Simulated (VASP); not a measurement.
Here is a VASP 6.6.1 calculation.

POSCAR

```
P
1.0
    2.2622394376      0.0000000000      0.0000000000
    0.0000000000      2.2622394376      0.0000000000
    0.0000000000      0.0000000000      2.2622394376
P
1
Direct
    0.0000000000      0.0000000000      0.0000000000
```

INCAR.step1

```
  ALGO = Normal
  EDIFF = 1E-4
  ENCUT = 520
  GGA = PE
  ISMEAR = 0
  LASPH = T
  LCHARG = F
  LREAL = F
  LWAVE = T
  NBANDS = 8
  NELM = 80
  PREC = Accurate
  SIGMA = 0.05
```

INCAR.step2

```
  ALGO = Normal
  EDIFF = 1E-6
  ENCUT = 520
  ISIF = 2
  ISMEAR = 0
  ISTART = 1
  LASPH = T
  LCHARG = T
  LELF = T
  LMIXTAU = T
  LREAL = F
  LVHAR = T
  LWAVE = F
  METAGGA = R2SCAN
  NBANDS = 8
  NELM = 80
  PREC = Accurate
  SIGMA = 0.05
```

KPOINTS

```
k-points
0
Gamma
  17 17 17
```

Potentials or basis: VASP PAW PBE potentials, release 64 (P).

Command:

```console
$ cat potpaw_PBE.64/P/POTCAR > POTCAR
$ cp INCAR.step1 INCAR
$ mpirun -np 1 vasp_std > vasp.out
$ cp INCAR.step2 INCAR
$ mpirun -np 1 vasp_std > vasp.out
```

What does it give for the band gap on the k mesh?

Zero (an odd number of electrons rules out a gap without spin polarisation).

Estimate the pressure.

43.9 GPa.

Caveat: the cell stands under pressure; the PAW data sets were made with another functional, which shifts forces and pressure a little.
